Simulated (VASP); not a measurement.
# MoS2 (P6_3/mmc) in VASP: settings compared, part 2 of 2

VASP 6.6.1. The steps go on from the part before.

## Step 4: Single point, PBEsol, non-collinear spin, zero start, spin-orbit coupling

File INCAR:

```
SYSTEM = MoS2
ALGO = Normal
EDIFF = 1E-6
ENCUT = 520
GGA = PS
GGA_COMPAT = .False.
ISIF = 2
ISMEAR = -1
LASPH = .True.
LCHARG = .True.
LMAXMIX = 4
LNONCOLLINEAR = .True.
LORBIT = 11
LORBMOM = .True.
LREAL = .False.
LSORBIT = .True.
LVHAR = .True.
LWAVE = .False.
MAGMOM = 0 0 0 0 0 0 0 0 0 0 0 0 0 0 0 0 0 0
NBANDS = 68
NELM = 150
PREC = Accurate
SIGMA = 0.05
```

File KPOINTS:

```
k-points
0
Gamma
  10 10 3
  0 0 0
```

File POSCAR:

```
MoS2
1.0
    3.1690000000      0.0000000000      0.0000000000
   -1.5845000000      2.7444345046      0.0000000000
    0.0000000000      0.0000000000     12.3240000000
Mo S
2 4
Direct
    0.6666666667      0.3333333333      0.7500000000
    0.3333333333      0.6666666667      0.2500000000
    0.6666666667      0.3333333333      0.3770000000
    0.3333333333      0.6666666667      0.8770000000
    0.6666666667      0.3333333333      0.1230000000
    0.3333333333      0.6666666667      0.6230000000
```

Potentials or basis: VASP PAW PBE potentials, release 64 (Mo_sv, S).

Command:

```bash
$ cat potpaw_PBE.64/Mo_sv/POTCAR potpaw_PBE.64/S/POTCAR > POTCAR
$ mpirun -np 1 vasp_ncl > vasp.out
```

OUTCAR:

```text
SYSTEM = MoS2
   EDIFF = 1E-6
   ENCUT = 520
   GGA = PS
   ISIF = 2
   ISMEAR = -1
   LASPH = .True.
   LNONCOLLINEAR = .True.
   LORBIT = 11
   LREAL = .False.
   LSORBIT = .True.
   NELM = 150
   PREC = Accurate

 ion  position               nearest neighbor table
   1  0.667  0.333  0.750-   4 2.41   6 2.41   4 2.41   6 2.41   4 2.41   6 2.41
   2  0.333  0.667  0.250-   3 2.41   5 2.41   3 2.41   5 2.41   3 2.41   5 2.41
   3  0.667  0.333  0.377-   2 2.41   2 2.41   2 2.41
   4  0.333  0.667  0.877-   1 2.41   1 2.41   1 2.41
   5  0.667  0.333  0.123-   2 2.41   2 2.41   2 2.41
   6  0.333  0.667  0.623-   1 2.41   1 2.41   1 2.41

  LATTYP: Found a hexagonal cell.
 ALAT       =     3.1690000000
 C/A-ratio  =     3.8889239508

  Lattice vectors:

 A1 = (   3.1690000000,   0.0000000000,   0.0000000000)
 A2 = (  -1.5845000000,   2.7444345046,   0.0000000000)
 A3 = (   0.0000000000,   0.0000000000,  12.3240000000)

Analysis of symmetry for initial positions (statically):
=====================================================================
 Subroutine PRICEL returns:
 Original cell was already a primitive cell.

[... 1998 lines left out ...]
 l=   2
     0.0000000     0.0000000     0.0000000     0.0000000     0.0000000
     0.0000000     0.0000000     0.0000000     0.0000000     0.0000000
     0.0000000     0.0000000     0.0000000     0.0000000     0.0000000
     0.0000000     0.0000000     0.0000000     0.0000000     0.0000000
     0.0000000     0.0000000     0.0000000     0.0000000     0.0000000
 l=   3
     0.0000000     0.0000000     0.0000000     0.0000000     0.0000000     0.0000000     0.0000000
     0.0000000     0.0000000     0.0000000     0.0000000     0.0000000     0.0000000     0.0000000
     0.0000000     0.0000000     0.0000000     0.0000000     0.0000000     0.0000000     0.0000000
     0.0000000     0.0000000     0.0000000     0.0000000     0.0000000     0.0000000     0.0000000
     0.0000000     0.0000000     0.0000000     0.0000000     0.0000000     0.0000000     0.0000000
     0.0000000     0.0000000     0.0000000     0.0000000     0.0000000     0.0000000     0.0000000
     0.0000000     0.0000000     0.0000000     0.0000000     0.0000000     0.0000000     0.0000000

 total charge

# of ion       s       p       d       tot
------------------------------------------
    1        2.293   6.222   3.957  12.472
    2        2.293   6.222   3.957  12.472
    3        1.358   2.315   0.000   3.673
    4        1.358   2.315   0.000   3.673
    5        1.358   2.315   0.000   3.673
    6        1.358   2.315   0.000   3.673
--------------------------------------------------
tot         10.019  21.704   7.913  39.636

 magnetization (x)

# of ion       s       p       d       tot
------------------------------------------
    1       -0.000   0.000   0.000  -0.000
    2       -0.000   0.000   0.000  -0.000
    3       -0.000  -0.000   0.000  -0.000
    4        0.000   0.000   0.000   0.000
    5        0.000   0.000   0.000   0.000
    6       -0.000  -0.000   0.000  -0.000
--------------------------------------------------
tot         -0.000   0.000   0.000  -0.000

 magnetization (y)

# of ion       s       p       d       tot
------------------------------------------
    1       -0.000   0.000   0.000  -0.000
    2       -0.000  -0.000  -0.000  -0.000
    3        0.000   0.000   0.000   0.000
    4        0.000   0.000   0.000   0.000
    5       -0.000   0.000   0.000  -0.000
    6        0.000   0.000   0.000   0.000
--------------------------------------------------
tot         -0.000  -0.000  -0.000  -0.000

 magnetization (z)

# of ion       s       p       d       tot
------------------------------------------
    1        0.000   0.000   0.000   0.000
    2        0.000   0.000   0.000   0.000
    3        0.000   0.000   0.000   0.000
    4        0.000   0.000   0.000   0.000
    5        0.000   0.000   0.000   0.000
    6        0.000   0.000   0.000   0.000
--------------------------------------------------
tot          0.000   0.000   0.000   0.000
```

OSZICAR:

```text
N       E                     dE             d eps       ncg     rms          rms(c)
DAV:   1     0.472679668225E+03    0.47268E+03   -0.28856E+04  4120   0.146E+03
DAV:   2    -0.214273326605E+02   -0.49411E+03   -0.47649E+03  4536   0.384E+02
DAV:   3    -0.493434349008E+02   -0.27916E+02   -0.27273E+02  4656   0.832E+01
DAV:   4    -0.500410052116E+02   -0.69757E+00   -0.69267E+00  4548   0.127E+01
DAV:   5    -0.500558021980E+02   -0.14797E-01   -0.14759E-01  4492   0.188E+00    0.354E+01
DAV:   6    -0.478629716162E+02    0.21928E+01   -0.12217E+01  4028   0.229E+01    0.123E+01
DAV:   7    -0.474633871120E+02    0.39958E+00   -0.54965E+00  4000   0.149E+01    0.817E+00
DAV:   8    -0.470775858655E+02    0.38580E+00   -0.87820E-01  4004   0.638E+00    0.302E+00
DAV:   9    -0.470854548762E+02   -0.78690E-02   -0.11907E-01  4320   0.174E+00    0.130E+00
DAV:  10    -0.470766788132E+02    0.87761E-02   -0.29319E-02  3968   0.122E+00    0.436E-01
DAV:  11    -0.470769418128E+02   -0.26300E-03   -0.21596E-03  4240   0.242E-01    0.245E-01
DAV:  12    -0.470767406026E+02    0.20121E-03   -0.50906E-04  3944   0.138E-01    0.644E-02
DAV:  13    -0.470767291830E+02    0.11420E-04   -0.62565E-05  4364   0.395E-02    0.407E-02
DAV:  14    -0.470767319615E+02   -0.27785E-05   -0.15668E-05  3992   0.199E-02    0.147E-02
DAV:  15    -0.470767326381E+02   -0.67666E-06   -0.76707E-07  2600   0.525E-03
   1 F= -.47076733E+02 E0= -.47076731E+02  d E =-.317260E-05  mag=    -0.0000    -0.0000    -0.0000
```

stdout:

```text
POSCAR found type information on POSCAR MoS
 POSCAR found :  2 types and       6 ions
 scaLAPACK will be used
 -----------------------------------------------------------------------------
|                                                                             |
|                                                                             |
|     You enforced a specific xc type in the INCAR file but a different       |
|     I HOPE YOU KNOW WHAT YOU ARE DOING!                                     |
|                                                                             |
 -----------------------------------------------------------------------------

 LDA part: xc-table for (Slater+PW92), standard interpolation
 POSCAR, INCAR and KPOINTS ok, starting setup
 FFT: planning ... GRIDC
 FFT: planning ... GRID_SOFT
 FFT: planning ... GRID
 WAVECAR not read
 entering main loop
```

Wall time 3 min (1 thread of Intel Xeon 6975P-C (Granite Rapids), shared host); peak memory 0.59 GiB.

What came out:

* Free energy: -47.0767 eV
* Pressure: -3.0 GPa
* Largest force: 0.309 eV/Å
* Net moment: 0.00 μB per cell
* Valence electrons inside the program's atomic spheres: Mo 12.47; S 3.67

Forces in eV/Å, atoms in the order of the input:
```
Mo   0.000  0.000  0.000
Mo   0.000  0.000  0.000
S    0.000  0.000 -0.309
S    0.000  0.000 -0.309
S    0.000  0.000  0.309
S    0.000  0.000  0.309
```

Stress tensor (GPa, compression positive):
```
-3.27  0.00  0.00
 0.00 -3.27  0.00
 0.00  0.00 -2.38
```

Moments on the atoms (μB; x, y, z):
```
Mo  0.00 0.00 0.00
Mo  0.00 0.00 0.00
S   0.00 0.00 0.00
S   0.00 0.00 0.00
S   0.00 0.00 0.00
S   0.00 0.00 0.00
```

Caveat: the PAW data sets were made with another functional, which shifts forces and pressure a little; this functional lacks dispersion, which binds the layers, so the pressure and a relaxed spacing across them are unreliable.

## Step 5: Single point, LDA

File INCAR:

```
ALGO = Normal ; EDIFF = 1E-6
ENCUT = 520 ; GGA = CA
ISIF = 2 ; ISMEAR = -1
LASPH = True ; LCHARG = False
LREAL = False ; LWAVE = False
NBANDS = 35 ; NELM = 100
PREC = Accurate ; SIGMA = 0.05
```

File KPOINTS:

```
k-points
0
Gamma
  10 10 3
```

POSCAR is that of step 4.

Potentials or basis: VASP PAW LDA potentials, release 64 (Mo_sv, S).

Command:

```bash
$ cat potpaw_LDA.64/Mo_sv/POTCAR potpaw_LDA.64/S/POTCAR > POTCAR
$ mpirun -np 1 vasp_std > vasp.out
```

It took 1.9 min on 1 thread of Intel Xeon 8259CL, shared host; peak memory 0.23 GiB.

Results (log left out):

| Property | Result |
| --- | --- |
| Free energy | -48.8876 eV |
| Pressure | -5.6 GPa |
| Largest force | 0.464 eV/Å |
| Band gap on the k mesh | 0.86 eV (least direct gap 1.87 eV) |

Forces on the atoms (eV/Å):
```
Mo   0.000  0.000  0.000
Mo   0.000  0.000  0.000
S    0.000  0.000 -0.464
S    0.000  0.000 -0.464
S    0.000  0.000  0.464
S    0.000  0.000  0.464
```

Stress tensor (GPa, compression positive):
```
-5.71  0.00  0.00
 0.00 -5.71  0.00
 0.00  0.00 -5.30
```

Levels at points of the mesh, in eV from the valence-band top:
| k point | band 22 | band 23 | band 24 | band 25 | band 26 | band 27 | band 28 | band 29 | band 30 | band 31 |
| --- | --- | --- | --- | --- | --- | --- | --- | --- | --- | --- |
| (0.00, 0.00, 0.00) | -2.13 | -2.13 | -1.20 | -1.16 | 0.00 | 2.09 | 2.09 | 2.11 | 2.11 | 2.26 |
| (0.50, 0.00, 0.00) | -2.47 | -1.71 | -1.51 | -1.41 | -1.29 | 1.58 | 1.63 | 1.96 | 2.24 | 2.78 |

Caveat: the cell stands under tension; an odd mesh through Γ misses points on the zone boundary, where band edges can lie.

## Step 6: Overview

```tsv
task	level	potentials or basis	spin	cell	k mesh	smearing	dipole correction	tolerance level	purpose	passes	gap on the mesh (eV)	pressure (GPa)	moment (μB)	largest force (eV/Å)
single point	PBE+D3(BJ)	VASP PAW PBE potentials, release 64 (Mo_sv, S)	non-collinear, zero start, SOC	as given	7 × 7 × 3	tetrahedron	no	-	-	-	-	-2.0	0.00	0.07
relaxation of cell and atoms	PBEsol	VASP PAW PBE potentials, release 64 (Mo_sv_GW, S_GW)	off	relaxed	8 × 8 × 2	gaussian 0.03 eV	-	standard	choice of potentials	2	0.98	0.0	-	-
single point	PBEsol	VASP PAW PBE potentials, release 64 (Mo_sv, S)	non-collinear, zero start, SOC	as given	10 × 10 × 3	fermi-dirac 0.05 eV	no	-	-	-	-	-3.0	0.00	0.31
single point	LDA	VASP PAW LDA potentials, release 64 (Mo_sv, S)	off	as given	10 × 10 × 3	fermi-dirac 0.05 eV	no	-	-	-	0.86	-5.6	-	0.46
```

Alike in all rows: cutoff (eV) 520.

Caveats: the PAW data sets were made with another functional, which shifts forces and pressure a little (at least some runs); this functional lacks dispersion, which binds the layers, so the pressure and a relaxed spacing across them are unreliable (at least some runs); the cell stands under tension (at least some runs); an odd mesh through Γ misses points on the zone boundary, where band edges can lie (at least some runs).

Total energies depend on the potentials used, so only differences within one code and one set of settings carry meaning.
